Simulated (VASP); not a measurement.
# WS2 (P6_3/mmc) in VASP: a series of runs

WS2 is run at these levels: PBE+D3(BJ); tasks: single point.

Program: VASP 6.6.1. These are calculated values, not measurements. Logs are shortened: lines on timing, memory, paths and dates and some standing lists are left out, and cuts for length are marked.

**1. The cell of the first run**

Symmetry: P6_3/mmc, No. 194, hexagonal system. The conventional cell has a = 3.407 Å, b = 3.407 Å, c = 13.111 Å, α = 90.00°, β = 90.00°, γ = 120.00°. Within 3.4 Å of W (site symmetry -6m2) lie 6 S at 2.60 Å. Within 3.4 Å of S (site symmetry 3m) lie 3 W at 2.60 Å.

**2. Single point, PBE+D3(BJ) (strain +0.080 along x and y, +0.080 along z)**

The input, INCAR:

```
ALGO     = Normal         # electronic algorithm
EDIFF    = 1E-6           # SCF threshold, eV
ENCUT    = 520            # plane-wave cutoff, eV
GGA      = PE             # functional
ISIF     = 2              # what is computed and relaxed
ISMEAR   = 0              # smearing method
IVDW     = 12             # dispersion correction
LASPH    = T              # aspherical terms in the spheres
LCHARG   = F              # write CHGCAR
LREAL    = F              # projectors in reciprocal space
LWAVE    = F              # write WAVECAR
NBANDS   = 35             # bands
NELM     = 60             # most SCF steps
PREC     = Accurate       # precision mode
SIGMA    = 0.05           # smearing width, eV
```

The input, KPOINTS:

```
k-points
0
Gamma
  12 12 4
```

The input, POSCAR:

```
WS2
1.0
    3.4065426778      0.0000000000      0.0000000000
   -1.7032713389      2.9501524981      0.0000000000
    0.0000000000      0.0000000000     13.1111018652
W S
2 4
Direct
    0.3333333333      0.6666666667      0.2500000000
    0.6666666667      0.3333333333      0.7500000000
    0.3333333333      0.6666666667      0.6202874207
    0.6666666667      0.3333333333      0.1202874207
    0.3333333333      0.6666666667      0.8797125793
    0.6666666667      0.3333333333      0.3797125793
```

Potentials or basis: VASP PAW PBE potentials, release 64 (W_sv, S).

The run is started by

```
$ cat potpaw_PBE.64/W_sv/POTCAR potpaw_PBE.64/S/POTCAR > POTCAR
$ mpirun -np 1 vasp_std > vasp.out
```

OUTCAR:

```text
EDIFF = 1E-6
   ENCUT = 520
   GGA = PE
   ISIF = 2
   ISMEAR = 0
   IVDW = 12
   LASPH = T
   LREAL = F
   NELM = 60
   PREC = Accurate
 IVDW          = 12

 ion  position               nearest neighbor table
   1  0.333  0.667  0.250-   4 2.60   6 2.60   4 2.60   6 2.60   4 2.60   6 2.60
   2  0.667  0.333  0.750-   3 2.60   5 2.60   3 2.60   5 2.60   3 2.60   5 2.60
   3  0.333  0.667  0.620-   2 2.60   2 2.60   2 2.60
   4  0.667  0.333  0.120-   1 2.60   1 2.60   1 2.60
   5  0.333  0.667  0.880-   2 2.60   2 2.60   2 2.60
   6  0.667  0.333  0.380-   1 2.60   1 2.60   1 2.60

  LATTYP: Found a hexagonal cell.
 ALAT       =     3.4065426778
 C/A-ratio  =     3.8488001194

  Lattice vectors:

 A1 = (   3.4065426778,   0.0000000000,   0.0000000000)
 A2 = (  -1.7032713389,   2.9501524981,   0.0000000000)
 A3 = (   0.0000000000,   0.0000000000,  13.1111018652)

Analysis of symmetry for initial positions (statically):
=====================================================================
 Subroutine PRICEL returns:
 Original cell was already a primitive cell.

 Routine SETGRP: Setting up the symmetry group for a
 hexagonal supercell.

 Subroutine GETGRP returns: Found 24 space group operations
 (whereof 12 operations were pure point group operations)
 out of a pool of 24 trial point group operations.

The static configuration has the point symmetry D_3d.
 The point group associated with its full space group is D_6h.

Analysis of symmetry for dynamics (positions and initial velocities):
=====================================================================
 Subroutine PRICEL returns:
 Original cell was already a primitive cell.

 Routine SETGRP: Setting up the symmetry group for a
 hexagonal supercell.

 Subroutine GETGRP returns: Found 24 space group operations
 (whereof 12 operations were pure point group operations)
 out of a pool of 24 trial point group operations.

The dynamic configuration has the point symmetry D_3d.
 The point group associated with its full space group is D_6h.

 Subroutine INISYM returns: Found 24 space group operations
 (whereof 12 operations are pure point group operations),
 and found     1 'primitive' translations

----------------------------------------------------------------------------------------

                                     Primitive cell

  volume of cell :     131.7642

  direct lattice vectors                    reciprocal lattice vectors
     3.406542678  0.000000000  0.000000000     0.293552758  0.169482764  0.000000000
    -1.703271339  2.950152498  0.000000000     0.000000000  0.338965528  0.000000000
     0.000000000  0.000000000 13.111101865     0.000000000  0.000000000  0.076271240

  length of vectors
     3.406542678  3.406542678 13.111101865     0.338965528  0.338965528  0.076271240

  position of ions in fractional coordinates (direct lattice)
     0.333333333  0.666666667  0.250000000
     0.666666667  0.333333333  0.750000000
     0.333333333  0.666666667  0.620287421
     0.666666667  0.333333333  0.120287421
     0.333333333  0.666666667  0.879712579
     0.666666667  0.333333333  0.379712579

  ion indices of the primitive-cell ions
   primitive index   ion index
                 1           1
                 2           2
                 3           3
                 4           4
                 5           5
                 6           6

----------------------------------------------------------------------------------------

 KPOINTS: k-points

Automatic generation of k-mesh.
 Grid dimensions read from file:
 generate k-points for:   12   12    4

 Generating k-lattice:

  Cartesian coordinates                     Fractional coordinates (reciprocal lattice)
     0.024462730  0.014123564  0.000000000     0.083333333  0.000000000  0.000000000
     0.000000000  0.028247127  0.000000000     0.000000000  0.083333333  0.000000000
     0.000000000  0.000000000  0.019067810     0.000000000  0.000000000  0.250000000

  Length of vectors
     0.028247127  0.028247127  0.019067810

  Shift w.r.t. Gamma in fractional coordinates (k-lattice)
     0.000000000  0.000000000  0.000000000

 Subroutine IBZKPT returns following result:
 ===========================================

 Found     57 irreducible k-points:

 Following reciprocal coordinates:
            Coordinates               Weight
  0.000000  0.000000  0.000000      1.000000
  0.083333  0.000000  0.000000      6.000000
  0.166667  0.000000  0.000000      6.000000
  0.250000  0.000000  0.000000      6.000000
  0.333333  0.000000  0.000000      6.000000
  0.416667  0.000000  0.000000      6.000000
[... 16 lines left out ...]
  0.250000  0.000000  0.250000     12.000000
  0.333333  0.000000  0.250000     12.000000
 [... further k-points ...]
   k-points           NKPTS =     57   k-points in BZ     NKDIM =     57   number of bands    NBANDS=     35
   number of dos      NEDOS =    301   number of ions     NIONS =      6
   total plane-waves  NPLWV =  76832
   dimension x,y,z NGX =    28 NGY =   28 NGZ =   98
   dimension x,y,z NGXF=    56 NGYF=   56 NGZF=  196
   ions per type =               2   4
   NGX,Y,Z   is equivalent  to a cutoff of  13.66, 13.66, 12.43 a.u.
   NGXF,Y,Z  is equivalent  to a cutoff of  27.33, 27.33, 24.85 a.u.
 SYSTEM =  unknown system
   PREC   = accura    normal or accurate (medium, high low for compatibility)
   ISTART =      0    job   : 0-new  1-cont  2-samecut
   ICHARG =      2    charge: 1-file 2-atom 10-const
   ISPIN  =      1    spin polarized calculation?
   LNONCOLLINEAR =      F non collinear calculations
   LSORBIT =      F    spin-orbit coupling
   LASPH  =      T    aspherical Exc in radial PAW
   ENCUT  =  520.0 eV  38.22 Ry    6.18 a.u.   6.33  6.33 24.38*2*pi/ulx,y,z
   NELM   =     60;   NELMIN=  2; NELMDL= -5     # of ELM steps
   EDIFF  = 0.1E-05   stopping-criterion for ELM
   LREAL  =      F    real-space projection
   EDIFFG = 0.1E-04   stopping-criterion for IOM
   NSW    =      0    number of steps for IOM
   IBRION =     -1    ionic relax: 0-MD 1-quasi-New 2-CG
   NFREE  =      0    steps in history (QN), initial steepest desc. (CG)
   ISIF   =      2    stress and relaxation
   ISYM   =      2    0-nonsym 1-usesym 2-fastsym
   POTIM  = 0.5000    time-step for ionic-motion
   TEBEG  =    0.0;   TEEND  =   0.0 temperature during run
   PSTRESS=    0.0 pullay stress
   NELECT =      52.0000    total number of electrons
   NUPDOWN=      -1.0000    fix difference up-down
   EMIN   =  10.00;   EMAX   =-10.00  energy-range for DOS
   EFERMI =   0.00;   METHOD = LEGACY
   ISMEAR =     0;   SIGMA  =   0.05  broadening in eV -4-tet -1-fermi 0-gaus
   EFERMI_NEDOS =   21; number of points for ismear=-14 and -15
   IALGO  =     38    algorithm
   IMIX   =      4    mixing-type and parameters
     AMIX     =   0.40;   BMIX     =  1.00
     AMIX_MAG =   1.60;   BMIX_MAG =  1.00
  volume/ion in A,a.u.               =      21.96       148.20
  Fermi-wavevector in a.u.,A,eV,Ry     =   1.200817  2.269215 19.619073  1.441961
  Thomas-Fermi vector in A             =   2.336643
   LORBIT       =      0    0 simple, 1 ext, 2 COOP (PROOUT), +10 PAW based schemes
   GGA     = PE    functional components
   LHFCALC =     F    Hartree Fock is set to
   AEXX    =    0.0000 exact exchange contribution
   IVDW    =    12    specifies the selected vdW correction
   LEPSILON=     F    determine dielectric tensor
   LRPA    =     F    only Hartree local field effects (RPA)
 non-spin polarized calculation
 Gauss-broadening in eV      SIGMA  =   0.05
  energy-cutoff  :      520.00
  volume of cell :      131.76
 maximum number of plane-waves:      3574
 NGX is ok and might be reduce to    28
   NGX = 13   NGY = 13   NGZ = 49

 number of electron      51.9999997 magnetization

 Free energy of the ion-electron system (eV)
  ---------------------------------------------------
  ext. energy  EPLUGINS =         0.00000000
  ---------------------------------------------------
  free energy    TOTEN  =       -45.30634515 eV

  energy without entropy =      -45.30634515  energy(sigma->0) =      -45.30634515

 E-fermi :   5.2145     XC(G=0):  -9.9612

 val. band max:        4.8276081927   @ k =   0.0000   0.0000   0.0000
 cond. band min:       5.8627711896   @ k =   0.1667   0.1667   0.0000
 fundamental gap:      1.0351629969
 Fermi energy:         5.2145465380

 k-point     1 :       0.0000    0.0000    0.0000
  band No.  band energies     occupation
      1     -70.0027      2.00000
      2     -70.0026      2.00000
      3     -34.0577      2.00000
      4     -34.0577      2.00000
      5     -34.0302      2.00000
      6     -34.0302      2.00000
[... 27 lines left out ...]
     34       6.7854      0.00000
     35       8.4321      0.00000

 k-point     2 :       0.0833    0.0000    0.0000
  band No.  band energies     occupation
      1     -70.0023      2.00000
      2     -70.0023      2.00000
      3     -34.0562      2.00000
      4     -34.0562      2.00000
      5     -34.0396      2.00000
      6     -34.0396      2.00000
[... 27 lines left out ...]
     34       6.9368      0.00000
     35       8.8599      0.00000

 k-point     3 :       0.1667    0.0000    0.0000
  band No.  band energies     occupation
      1     -70.0013      2.00000
      2     -70.0013      2.00000
      3     -34.0654      2.00000
      4     -34.0654      2.00000
      5     -34.0521      2.00000
      6     -34.0521      2.00000
[... 27 lines left out ...]
     34       7.2854      0.00000
     35       9.6678      0.00000

 k-point     4 :       0.2500    0.0000    0.0000
  band No.  band energies     occupation
      1     -69.9999      2.00000
      2     -69.9999      2.00000
      3     -34.1003      2.00000
      4     -34.1003      2.00000
      5     -34.0473      2.00000
      6     -34.0473      2.00000
[... 27 lines left out ...]
     34       7.6596      0.00000
     35      10.2317      0.00000

 k-point     5 :       0.3333    0.0000    0.0000
  band No.  band energies     occupation
      1     -69.9985      2.00000
      2     -69.9985      2.00000
      3     -34.1351      2.00000
      4     -34.1351      2.00000
      5     -34.0559      2.00000
      6     -34.0559      2.00000
[... 638 lines left out ...]
 k-point    22 :       0.1667    0.0000    0.2500
  band No.  band energies     occupation
      1     -70.0013      2.00000
      2     -70.0013      2.00000
      3     -34.0654      2.00000
      4     -34.0654      2.00000
      5     -34.0521      2.00000
      6     -34.0521      2.00000
[... 27 lines left out ...]
     34       7.2735      0.00000
     35       9.7392      0.00000

 k-point    23 :       0.2500    0.0000    0.2500
  band No.  band energies     occupation
      1     -69.9999      2.00000
      2     -69.9999      2.00000
      3     -34.1003      2.00000
      4     -34.1003      2.00000
      5     -34.0473      2.00000
      6     -34.0473      2.00000
[... 27 lines left out ...]
     34       7.6375      0.00000
     35      10.2706      0.00000

 k-point    24 :       0.3333    0.0000    0.2500
  band No.  band energies     occupation
      1     -69.9985      2.00000
      2     -69.9985      2.00000
      3     -34.1351      2.00000
      4     -34.1351      2.00000
      5     -34.0559      2.00000
      6     -34.0559      2.00000
[... 27 lines left out ...]
     34       7.9171      0.00000
     35       9.8527      0.00000

 [... further k-points ...]

------------------------ aborting loop because EDIFF is reached ----------------------------------------

 Edisp (eV)   -2.04892

 E8    (eV) :    -0.8601

  FORCE on cell =-STRESS in cart. coord.  units (eV):
  Direction    XX          YY          ZZ          XY          YZ          ZX
  --------------------------------------------------------------------------------------
  -------------------------------------------------------------------------------------
  Total     -18.51045   -18.51045   -20.72591     0.00000    -0.00000     0.00000
  in kB    -225.07644  -225.07644  -252.01518     0.00000    -0.00000     0.00000
  external pressure =     -234.06 kB  Pullay stress =        0.00 kB

 VOLUME and BASIS-vectors are now :
 -----------------------------------------------------------------------------
  energy-cutoff  :      520.00
  volume of cell :      131.76
      direct lattice vectors                 reciprocal lattice vectors
     3.406542678  0.000000000  0.000000000     0.293552758  0.169482764  0.000000000
    -1.703271339  2.950152498  0.000000000     0.000000000  0.338965528  0.000000000
     0.000000000  0.000000000 13.111101865     0.000000000  0.000000000  0.076271240

 POSITION                                       TOTAL-FORCE (eV/Angst)
 -----------------------------------------------------------------------------------
     -0.00000      1.96677      3.27778         0.000000     -0.000000      0.000000
      1.70327      0.98338      9.83333        -0.000000      0.000000      0.000000
     -0.00000      1.96677      8.13265        -0.000000     -0.000000      2.858586
      1.70327      0.98338      1.57710         0.000000      0.000000      2.858586
     -0.00000      1.96677     11.53400        -0.000000     -0.000000     -2.858586
      1.70327      0.98338      4.97845        -0.000000      0.000000     -2.858586
 -----------------------------------------------------------------------------------
    total drift:                                0.000000     -0.000000      0.000000

  FREE ENERGIE OF THE ION-ELECTRON SYSTEM (eV)
  ---------------------------------------------------
  free  energy   TOTEN  =       -47.3552672115 eV

  energy  without entropy=      -47.3552672115  energy(sigma->0) =      -47.35526721
```

Wall time 4.6 min (1 thread of Intel Xeon 6975P-C, shared host); peak memory 0.39 GiB.

Results:

| Quantity | Value |
| --- | --- |
| Free energy | -47.3553 eV |
| Pressure | -23.4 GPa |
| Largest force | 2.859 eV/Å |
| Band gap on the k mesh | 1.04 eV, indirect (least direct gap 1.35 eV) |
| Dispersion energy per atom | -0.341 eV |

Forces in eV/Å, atoms in the order of the input:
```
W    0.000  0.000  0.000
W    0.000  0.000  0.000
S    0.000  0.000  2.859
S    0.000  0.000  2.859
S    0.000  0.000 -2.859
S    0.000  0.000 -2.859
```

Stress tensor (GPa, compression positive):
```
-22.51   0.00   0.00
  0.00 -22.51   0.00
  0.00   0.00 -25.20
```

Caveat: the cell differs from its parent crystal (strain +0.080 along x and y, +0.080 along z); spin-orbit coupling is left out, which moves the levels of the heavy elements; forces of over 1 eV/Å act on the atoms, so gaps and moduli don't describe the material at rest. A k mesh can miss the band edges.

(Part 1 of 2 ends here.)
